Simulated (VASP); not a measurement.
# Mo5Rh (P6/mmm) in VASP: further runs

The runs below take Mo5Rh through single point, with PBE.

All numbers are computed with VASP 6.6.1; they aren't measurements. Logs are shortened: lines on timing, memory, paths and dates and some standing lists are left out, and cuts for length are marked.

## (1) The cell of the first run

The structure is hexagonal, space group P6/mmm (No. 191). Conventional cell: a = 4.538 Å, b = 4.538 Å, c = 5.297 Å, α = 90.00°, β = 90.00°, γ = 120.00°. Mo (site symmetry 3m) has 8 Mo at 2.57 to 2.92 Å and 3 Rh at 2.95 Å within 3.4 Å. Mo (site symmetry 6/mmm) has 2 Rh at 2.65 Å and 12 Mo at 2.92 Å within 3.5 Å. Within 3.5 Å of Rh (site symmetry 6/mmm) lie 14 Mo at 2.65 to 2.95 Å.

The cell was built from a structure type or drawn by symmetry, and may not be a known phase.

## (2) Single point, PBE

INCAR reads:

```
ALGO     = Normal         # electronic algorithm
EDIFF    = 1E-6           # SCF threshold, eV
ENCUT    = 500            # plane-wave cutoff, eV
GGA      = PE             # functional
GGA_COMPAT= False        
ISIF     = 2              # what is computed and relaxed
ISMEAR   = 0              # smearing method
LASPH    = True           # aspherical terms in the spheres
LCHARG   = True           # write CHGCAR
LELF     = True           # ELF
LREAL    = False          # projectors in reciprocal space
LVHAR    = True         
LWAVE    = False          # write WAVECAR
NBANDS   = 52             # bands
NELM     = 120            # most SCF steps
PREC     = Accurate       # precision mode
SIGMA    = 0.2            # smearing width, eV
```

KPOINTS reads:

```
k-points
0
Gamma
  4 4 3
```

POSCAR reads:

```
Mo5Rh
1.0
    4.5377718345      0.0000000029      0.0000000000
   -2.2688859198      3.9298256838      0.0000000000
    0.0000000000      0.0000000000      5.2967362746
Mo Rh
5 1
Direct
    0.3333333333      0.6666666667      0.2574860811
    0.3333333333      0.6666666667      0.7425139189
    0.6666666667      0.3333333333      0.7425139189
    0.6666666667      0.3333333333      0.2574860811
    0.0000000000      0.0000000000      0.5000000000
    0.0000000000      0.0000000000      0.0000000000
```

Potentials or basis: VASP PAW PBE potentials, release 64 (Mo_sv, Rh_pv).

Run with:

```console
$ cat potpaw_PBE.64/Mo_sv/POTCAR potpaw_PBE.64/Rh_pv/POTCAR > POTCAR
$ mpirun -np 1 vasp_std > vasp.out
```

OUTCAR:

```text
EDIFF = 1E-6
   ENCUT = 500
   GGA = PE
   ISIF = 2
   ISMEAR = 0
   LASPH = True
   LREAL = False
   NELM = 120
   PREC = Accurate

 ion  position               nearest neighbor table
   1  0.333  0.667  0.257-   2 2.57   4 2.62   4 2.62   4 2.62   2 2.73   5 2.92   5 2.92   5 2.92
                             6 2.95   6 2.95   6 2.95
   2  0.333  0.667  0.743-   1 2.57   3 2.62   3 2.62   3 2.62   1 2.73   5 2.92   5 2.92   5 2.92
                             6 2.95   6 2.95   6 2.95
   3  0.667  0.333  0.743-   4 2.57   2 2.62   2 2.62   2 2.62   4 2.73   5 2.92   5 2.92   5 2.92
                             6 2.95   6 2.95   6 2.95
   4  0.667  0.333  0.257-   3 2.57   1 2.62   1 2.62   1 2.62   3 2.73   5 2.92   5 2.92   5 2.92
                             6 2.95   6 2.95   6 2.95
   5  0.000  0.000  0.500-   6 2.65   6 2.65   3 2.92   4 2.92   1 2.92   2 2.92   3 2.92   4 2.92
                             1 2.92   2 2.92   3 2.92   4 2.92   1 2.92   2 2.92
   6  0.000  0.000  0.000-   5 2.65   5 2.65   3 2.95   4 2.95   1 2.95   2 2.95   3 2.95   4 2.95
                             1 2.95   2 2.95   3 2.95   4 2.95   1 2.95   2 2.95

  LATTYP: Found a hexagonal cell.
 ALAT       =     4.5377718345
 C/A-ratio  =     1.1672548704

  Lattice vectors:

 A1 = (   4.5377718345,   0.0000000029,   0.0000000000)
 A2 = (  -2.2688859198,   3.9298256838,   0.0000000000)
 A3 = (   0.0000000000,   0.0000000000,   5.2967362746)

Analysis of symmetry for initial positions (statically):
=====================================================================
 Subroutine PRICEL returns:
 Original cell was already a primitive cell.

 Routine SETGRP: Setting up the symmetry group for a
 hexagonal supercell.

 Subroutine GETGRP returns: Found 24 space group operations
 (whereof 24 operations were pure point group operations)
 out of a pool of 24 trial point group operations.

The static configuration has the point symmetry D_6h.

Analysis of symmetry for dynamics (positions and initial velocities):
=====================================================================
 Subroutine PRICEL returns:
 Original cell was already a primitive cell.

 Routine SETGRP: Setting up the symmetry group for a
 hexagonal supercell.

 Subroutine GETGRP returns: Found 24 space group operations
 (whereof 24 operations were pure point group operations)
 out of a pool of 24 trial point group operations.

The dynamic configuration has the point symmetry D_6h.

 Subroutine INISYM returns: Found 24 space group operations
 (whereof 24 operations are pure point group operations),
 and found     1 'primitive' translations

----------------------------------------------------------------------------------------

                                     Primitive cell

  volume of cell :      94.4549

  direct lattice vectors                    reciprocal lattice vectors
     4.537771834  0.000000003  0.000000000     0.220372473  0.127232107  0.000000000
    -2.268885920  3.929825684  0.000000000    -0.000000000  0.254464213  0.000000000
     0.000000000  0.000000000  5.296736275     0.000000000  0.000000000  0.188795505

  length of vectors
     4.537771834  4.537771835  5.296736275     0.254464213  0.254464213  0.188795505

  position of ions in fractional coordinates (direct lattice)
     0.333333333  0.666666667  0.257486081
     0.333333333  0.666666667  0.742513919
     0.666666667  0.333333333  0.742513919
     0.666666667  0.333333333  0.257486081
     0.000000000  0.000000000  0.500000000
     0.000000000  0.000000000  0.000000000

  ion indices of the primitive-cell ions
   primitive index   ion index
                 1           1
                 2           2
                 3           3
                 4           4
                 5           5
                 6           6

----------------------------------------------------------------------------------------

 KPOINTS: k-points

Automatic generation of k-mesh.
 Grid dimensions read from file:
 generate k-points for:    4    4    3

 Generating k-lattice:

  Cartesian coordinates                     Fractional coordinates (reciprocal lattice)
     0.055093118  0.031808027  0.000000000     0.250000000  0.000000000  0.000000000
    -0.000000000  0.063616053  0.000000000     0.000000000  0.250000000  0.000000000
     0.000000000  0.000000000  0.062931835     0.000000000  0.000000000  0.333333333

  Length of vectors
     0.063616053  0.063616053  0.062931835

  Shift w.r.t. Gamma in fractional coordinates (k-lattice)
     0.000000000  0.000000000  0.000000000

 Subroutine IBZKPT returns following result:
 ===========================================

 Found      8 irreducible k-points:

 Following reciprocal coordinates:
            Coordinates               Weight
  0.000000  0.000000  0.000000      1.000000
  0.250000  0.000000  0.000000      6.000000
  0.500000  0.000000  0.000000      3.000000
  0.250000  0.250000  0.000000      6.000000
  0.000000  0.000000  0.333333      2.000000
  0.250000  0.000000  0.333333     12.000000
  0.500000  0.000000  0.333333      6.000000
  0.250000  0.250000  0.333333     12.000000
   k-points           NKPTS =      8   k-points in BZ     NKDIM =      8   number of bands    NBANDS=     52
   number of dos      NEDOS =    301   number of ions     NIONS =      6
   total plane-waves  NPLWV =  51840
   dimension x,y,z NGX =    36 NGY =   36 NGZ =   40
   dimension x,y,z NGXF=    72 NGYF=   72 NGZF=   80
   ions per type =               5   1
   NGX,Y,Z   is equivalent  to a cutoff of  13.19, 13.19, 12.55 a.u.
   NGXF,Y,Z  is equivalent  to a cutoff of  26.38, 26.38, 25.11 a.u.
 SYSTEM =  unknown system
   PREC   = accura    normal or accurate (medium, high low for compatibility)
   ISTART =      0    job   : 0-new  1-cont  2-samecut
   ICHARG =      2    charge: 1-file 2-atom 10-const
   ISPIN  =      1    spin polarized calculation?
   LNONCOLLINEAR =      F non collinear calculations
   LSORBIT =      F    spin-orbit coupling
   LASPH  =      T    aspherical Exc in radial PAW
   ENCUT  =  500.0 eV  36.75 Ry    6.06 a.u.   8.27  8.27  9.66*2*pi/ulx,y,z
   NELM   =    120;   NELMIN=  2; NELMDL= -5     # of ELM steps
   EDIFF  = 0.1E-05   stopping-criterion for ELM
   LREAL  =      F    real-space projection
   EDIFFG = 0.1E-04   stopping-criterion for IOM
   NSW    =      0    number of steps for IOM
   IBRION =     -1    ionic relax: 0-MD 1-quasi-New 2-CG
   NFREE  =      0    steps in history (QN), initial steepest desc. (CG)
   ISIF   =      2    stress and relaxation
   ISYM   =      2    0-nonsym 1-usesym 2-fastsym
   POTIM  = 0.5000    time-step for ionic-motion
   TEBEG  =    0.0;   TEEND  =   0.0 temperature during run
   PSTRESS=    0.0 pullay stress
   NELECT =      85.0000    total number of electrons
   NUPDOWN=      -1.0000    fix difference up-down
   EMIN   =  10.00;   EMAX   =-10.00  energy-range for DOS
   EFERMI =   0.00;   METHOD = LEGACY
   ISMEAR =     0;   SIGMA  =   0.20  broadening in eV -4-tet -1-fermi 0-gaus
   EFERMI_NEDOS =   21; number of points for ismear=-14 and -15
   IALGO  =     38    algorithm
   IMIX   =      4    mixing-type and parameters
     AMIX     =   0.40;   BMIX     =  1.00
     AMIX_MAG =   1.60;   BMIX_MAG =  1.00
  volume/ion in A,a.u.               =      15.74       106.24
  Fermi-wavevector in a.u.,A,eV,Ry     =   1.580543  2.986794 33.988943  2.498117
  Thomas-Fermi vector in A             =   2.680755
   LORBIT       =      0    0 simple, 1 ext, 2 COOP (PROOUT), +10 PAW based schemes
   GGA     = PE    functional components
   LHFCALC =     F    Hartree Fock is set to
   AEXX    =    0.0000 exact exchange contribution
   IVDW    =     0    specifies the selected vdW correction
   LEPSILON=     F    determine dielectric tensor
   LRPA    =     F    only Hartree local field effects (RPA)
 non-spin polarized calculation
 Gauss-broadening in eV      SIGMA  =   0.20
  energy-cutoff  :      500.00
  volume of cell :       94.45
 maximum number of plane-waves:      2414
 NGX is ok and might be reduce to    36
   NGX = 17   NGY = 17   NGZ = 19

 number of electron      84.9999992 magnetization

 Free energy of the ion-electron system (eV)
  ---------------------------------------------------
  ext. energy  EPLUGINS =         0.00000000
  ---------------------------------------------------
  free energy    TOTEN  =       -60.36220438 eV

  energy without entropy =      -60.22278208  energy(sigma->0) =      -60.29249323

 E-fermi :  11.7273     XC(G=0): -13.2983

 val. band max:       11.7243513143   @ k =   0.5000   0.0000   0.0000
 cond. band min:      11.7918124503   @ k =   0.0000   0.0000   0.0000
 fundamental gap:      0.0674611360
 Fermi energy:        11.7273071713

 k-point     1 :       0.0000    0.0000    0.0000
  band No.  band energies     occupation
      1     -49.2801      2.00000
      2     -49.0392      2.00000
      3     -48.8981      2.00000
      4     -48.7980      2.00000
      5     -48.6370      2.00000
      6     -34.5442      2.00000
[... 44 lines left out ...]
     51      14.7283      0.00000
     52      15.8182      0.00000

 k-point     2 :       0.2500    0.0000    0.0000
  band No.  band energies     occupation
      1     -49.2663      2.00000
      2     -49.0197      2.00000
      3     -48.8654      2.00000
      4     -48.8329      2.00000
      5     -48.6708      2.00000
      6     -34.5447      2.00000
[... 44 lines left out ...]
     51      14.6488      0.00000
     52      14.8528      0.00000

 k-point     3 :       0.5000    0.0000    0.0000
  band No.  band energies     occupation
      1     -49.2539      2.00000
      2     -48.9795      2.00000
      3     -48.8873      2.00000
      4     -48.8121      2.00000
      5     -48.7252      2.00000
      6     -34.5452      2.00000
[... 44 lines left out ...]
     51      14.2106      0.00000
     52      14.7829      0.00000

 k-point     4 :       0.2500    0.2500    0.0000
  band No.  band energies     occupation
      1     -49.2544      2.00000
      2     -48.9769      2.00000
      3     -48.8893      2.00000
      4     -48.8121      2.00000
      5     -48.7252      2.00000
      6     -34.5452      2.00000
[... 44 lines left out ...]
     51      14.7199      0.00000
     52      15.0119      0.00000

 k-point     5 :       0.0000    0.0000    0.3333
  band No.  band energies     occupation
      1     -49.2766      2.00000
      2     -49.0091      2.00000
      3     -48.9334      2.00000
      4     -48.7642      2.00000
      5     -48.6719      2.00000
      6     -34.5379      2.00000
[... 44 lines left out ...]
     51      14.1841      0.00000
     52      14.1841      0.00000

 k-point     6 :       0.2500    0.0000    0.3333
  band No.  band energies     occupation
      1     -49.2648      2.00000
      2     -48.9868      2.00000
      3     -48.9014      2.00000
      4     -48.7988      2.00000
      5     -48.7060      2.00000
      6     -34.5383      2.00000
[... 44 lines left out ...]
     51      14.2036      0.00000
     52      14.2491      0.00000

 k-point     7 :       0.5000    0.0000    0.3333
  band No.  band energies     occupation
      1     -49.2542      2.00000
      2     -48.9442      2.00000
      3     -48.8530      2.00000
      4     -48.8486      2.00000
      5     -48.7607      2.00000
      6     -34.5388      2.00000
[... 44 lines left out ...]
     51      14.1081      0.00000
     52      14.4886      0.00000

 k-point     8 :       0.2500    0.2500    0.3333
  band No.  band energies     occupation
      1     -49.2546      2.00000
      2     -48.9420      2.00000
      3     -48.8547      2.00000
      4     -48.8484      2.00000
      5     -48.7608      2.00000
      6     -34.5388      2.00000
[... 44 lines left out ...]
     51      14.4791      0.00000
     52      14.5824      0.00000

------------------------ aborting loop because EDIFF is reached ----------------------------------------

  FORCE on cell =-STRESS in cart. coord.  units (eV):
  Direction    XX          YY          ZZ          XY          YZ          ZX
  --------------------------------------------------------------------------------------
  -------------------------------------------------------------------------------------
  Total        0.1793455      0.1793455      0.1806015     -0.0000000      0.0000000      0.0000000
  in kB        3.0421226      3.0421226      3.0634271     -0.0000000      0.0000000      0.0000000
  external PRESSURE =       3.0492241 kB  Pullay stress =       0.0000000 kB

 VOLUME and BASIS-vectors are now :
 -----------------------------------------------------------------------------
  energy-cutoff  :      500.00
  volume of cell :       94.45
      direct lattice vectors                 reciprocal lattice vectors
     4.537771834  0.000000003  0.000000000     0.220372473  0.127232107  0.000000000
    -2.268885920  3.929825684  0.000000000    -0.000000000  0.254464213  0.000000000
     0.000000000  0.000000000  5.296736275     0.000000000  0.000000000  0.188795505

 POSITION                                       TOTAL-FORCE (eV/Angst)
 -----------------------------------------------------------------------------------
     -0.00000      2.61988      1.36384        -0.000000      0.000000     -0.017793
     -0.00000      2.61988      3.93290         0.000000      0.000000      0.017793
      2.26889      1.30994      3.93290        -0.000000      0.000000      0.017793
      2.26889      1.30994      1.36384         0.000000     -0.000000     -0.017793
      0.00000      0.00000      2.64837        -0.000000     -0.000000     -0.000000
      0.00000      0.00000      0.00000        -0.000000     -0.000000     -0.000000
 -----------------------------------------------------------------------------------
    total drift:                               -0.000000      0.000000     -0.000000

  FREE ENERGIE OF THE ION-ELECTRON SYSTEM (eV)
  ---------------------------------------------------
  free  energy   TOTEN  =       -60.3622043832 eV

  energy  without entropy=      -60.2227820834  energy(sigma->0) =      -60.29249323
```

It took 84 s on 1 thread of Intel Xeon 8259CL, shared host; peak memory 0.22 GiB.

What came out:

```yaml
Free_energy: -60.3622 eV
Pressure: 0.3 GPa
Largest_force: 0.018 eV/Å
Band_gap_on_the_k_mesh: zero (an odd number of electrons rules out a gap without spin polarisation)
```

Forces on the atoms (eV/Å):
```
Mo   0.000  0.000 -0.018
Mo   0.000  0.000  0.018
Mo   0.000  0.000  0.018
Mo   0.000  0.000 -0.018
Mo   0.000  0.000  0.000
Rh   0.000  0.000  0.000
```

Caveat: the k points lie up to 0.40 Å⁻¹ apart, too coarse for converged energies and pressures of a metal.

## (3) Single point, PBE

This run uses another cell than the first one, of 15.78 Å³/atom.

INCAR reads:

```
SYSTEM = Mo5Rh
PREC = Accurate
ENCUT = 500
EDIFF = 1E-6
ISMEAR = 0
SIGMA = 0.2
LREAL = .False.
LASPH = .True.
NELM = 120
ALGO = Normal
ISIF = 2
LWAVE = .False.
LCHARG = .False.
GGA = PE
NBANDS = 52
GGA_COMPAT = .False.
```

KPOINTS reads:

```
Automatic mesh
0
Gamma
  4 4 2
  0 0 0
```

POSCAR reads:

```
Mo5Rh
1.0
    4.4394809863     -0.0000000029      0.0000000000
   -2.2197404907      3.8447033152      0.0000000000
    0.0000000000      0.0000000000      5.5484435493
Mo Rh
5 1
Direct
    0.3333333333      0.6666666667      0.2383134884
    0.3333333333      0.6666666667      0.7616865116
    0.6666666667      0.3333333333      0.7616865116
    0.6666666667      0.3333333333      0.2383134884
    0.0000000000      0.0000000000      0.0000000000
    0.0000000000      0.0000000000      0.5000000000
```

Potentials or basis: VASP PAW PBE potentials, release 64 (Mo_sv, Rh_pv).

Run with:

```console
$ cat potpaw_PBE.64/Mo_sv/POTCAR potpaw_PBE.64/Rh_pv/POTCAR > POTCAR
$ mpirun -np 1 vasp_std > vasp.out
```

Wall time 69 s (1 thread of Intel Xeon 8259CL, shared host); peak memory 0.2 GiB.

The run converged. Its results:

```yaml
Free_energy: -59.9688 eV
Pressure: 0.7 GPa
Largest_force: 0.020 eV/Å
Band_gap_on_the_k_mesh: zero (an odd number of electrons rules out a gap without spin polarisation)
```

Forces in eV/Å, atoms in the order of the input:
```
Mo   0.000  0.000  0.020
Mo   0.000  0.000 -0.020
Mo   0.000  0.000 -0.020
Mo   0.000  0.000  0.020
Mo   0.000  0.000  0.000
Rh   0.000  0.000  0.000
```

Stress tensor (GPa, compression positive):
```
0.92 0.00 0.00
0.00 0.92 0.00
0.00 0.00 0.20
```

Levels at points of the mesh, in eV from the Fermi level:
| k point | band 38 | band 39 | band 40 | band 41 | band 42 | band 43 | band 44 | band 45 | band 46 | band 47 |
| --- | --- | --- | --- | --- | --- | --- | --- | --- | --- | --- |
| (0.00, 0.00, 0.00) | -0.38 | -0.38 | -0.27 | -0.27 | -0.25 | -0.25 | 0.05 | 0.05 | 0.80 | 0.80 |
| (0.50, 0.00, 0.00) | -1.34 | -1.20 | -1.18 | -0.27 | -0.04 | 0.70 | 1.24 | 1.39 | 1.86 | 1.99 |
| (0.00, 0.00, 0.50) | -0.24 | -0.24 | -0.24 | -0.13 | -0.13 | 0.53 | 0.69 | 0.69 | 0.73 | 0.93 |
| (0.50, 0.00, 0.50) | -1.61 | -1.60 | -1.02 | -0.71 | -0.48 | -0.42 | 0.21 | 0.94 | 0.97 | 1.39 |

Caveat: the k points lie up to 0.57 Å⁻¹ apart, too coarse for converged energies and pressures of a metal.
